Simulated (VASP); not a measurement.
A run of VASP 6.6.1:

File INCAR:

```
PREC = Accurate
ENCUT = 520
EDIFF = 1E-7
ISMEAR = 0
SIGMA = 0.1
LREAL = F
LASPH = T
NELM = 80
ALGO = Normal
ISIF = 2
LWAVE = F
LCHARG = F
LDIPOL = T
IDIPOL = 3
DIPOL = 0.5 0.5 0.358
NBANDS = 16
```

Contents of KPOINTS:

```
Automatic mesh
0
Gamma
  12 12 1
```

Contents of POSCAR:

```
Al3O
1.0
    2.8168432364      0.0000000000      0.0000000000
   -1.4084216182      2.4394578012      0.0000000000
    0.0000000000      0.0000000000     20.0321727773
Al O
3 1
Direct
    0.6666666667      0.3333333334      0.1996787889
    0.3333333333      0.6666666666      0.3128097090
    0.0000000000      0.0000000000      0.4259234818
    0.3333333333      0.1666666666      0.4945888147
```

Potentials or basis: VASP PAW LDA potentials, release 64 (Al, O).

The run is started by

```sh
$ cat potpaw_LDA.64/Al/POTCAR potpaw_LDA.64/O/POTCAR > POTCAR
$ mpirun -np 1 vasp_std > vasp.out
```

Hardware: 1 thread of AMD EPYC 7R13 Processor (Zen 3) (shared host).

Question: How long does it take, and how much memory?

Answer: It took 2.4 min on 1 thread of AMD EPYC 7R13 Processor (Zen 3), with other jobs on the host, peak memory 0.23 GiB. Counts: scf iterations 29, k points 43.
